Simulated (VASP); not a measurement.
Crystal: Na4ICl3.

```
CELL_PARAMETERS angstrom
5.93279 0.03563 -0.04265
0.03563 6.04119 0.04754
-3.02612 -2.99169 5.95246
ATOMIC_POSITIONS crystal
Na 0.51829 0.97026 0.97690
Na 0.98501 0.52440 0.03131
Na 0.26724 0.21476 0.52868
Na 0.74964 0.79181 0.47707
I 0.95363 0.99502 0.99118
Cl 0.50017 0.52006 0.98289
Cl 0.25136 0.72625 0.49599
Cl 0.77466 0.25744 0.51596
```

```yaml
Program: VASP 6.6.1
Task: relaxation of cell and atoms
Functional: PBE
Potentials_or_basis: VASP PAW PBE potentials, release 64 (Na_pv, I, Cl)
Cutoff: 600 eV
k_mesh: 4 × 4 × 4
Occupations: gaussian, width 0.1 eV
Spin: no spin polarisation
```

At the start: pressure 1.1 GPa; volume 26.67 Å³/atom.

Where does the relaxation end?

Over 18 steps the energy falls by 74.3 meV/atom and the volume is 26.38 Å³/atom (-1.1 %); space group P1 (No. 1, to 0.1 Å) before, I4/mmm (No. 139, to 0.1 Å).

The path:
```csv
step,energy change (eV),largest force (eV/Å),pressure (GPa),volume (Å³)
1,0.0000,2.2164,1.12,213.40
2,-0.3416,0.7661,-0.10,219.16
3,-0.3939,0.4304,-0.43,221.66
4,-0.4072,0.2491,-0.85,226.68
5,-0.4131,0.2607,-0.74,225.04
6,-0.4133,0.2640,-0.70,224.62
7,-0.4530,0.2510,-0.43,220.37
8,-0.4975,0.2190,0.39,210.67
9,-0.5243,0.1694,0.21,211.80
10,-0.5537,0.1246,-0.12,214.51
11,-0.5541,0.1279,-0.16,214.85
12,-0.5697,0.1112,-0.07,213.40
13,-0.5795,0.1338,0.10,211.03
14,-0.5870,0.0689,-0.03,212.02
15,-0.5878,0.0710,-0.08,212.47
16,-0.5912,0.0528,0.01,211.28
17,-0.5925,0.0567,0.14,209.79
18,-0.5944,0.0232,0.01,211.01
```

Final structure:
```cif
data_structure
_symmetry_space_group_name_H-M 'P 1'
_symmetry_Int_Tables_number 1
_cell_length_a 5.9762
_cell_length_b 5.9950
_cell_length_c 7.2573
_cell_angle_alpha 114.493
_cell_angle_beta 114.411
_cell_angle_gamma 89.782
_cell_volume 211.01
loop_
_atom_site_label
_atom_site_type_symbol
_atom_site_fract_x
_atom_site_fract_y
_atom_site_fract_z
_atom_site_occupancy
Na1 Na 0.50022 0.99578 0.00023 1
Na2 Na 0.99728 0.49984 0.99623 1
Na3 Na 0.26741 0.26313 0.53329 1
Na4 Na 0.73520 0.73534 0.46804 1
I1 I 0.00120 0.00281 0.00132 1
Cl1 Cl 0.49934 0.50020 0.00033 1
Cl2 Cl 0.24996 0.75199 0.50044 1
Cl3 Cl 0.74939 0.25091 0.50012 1
```
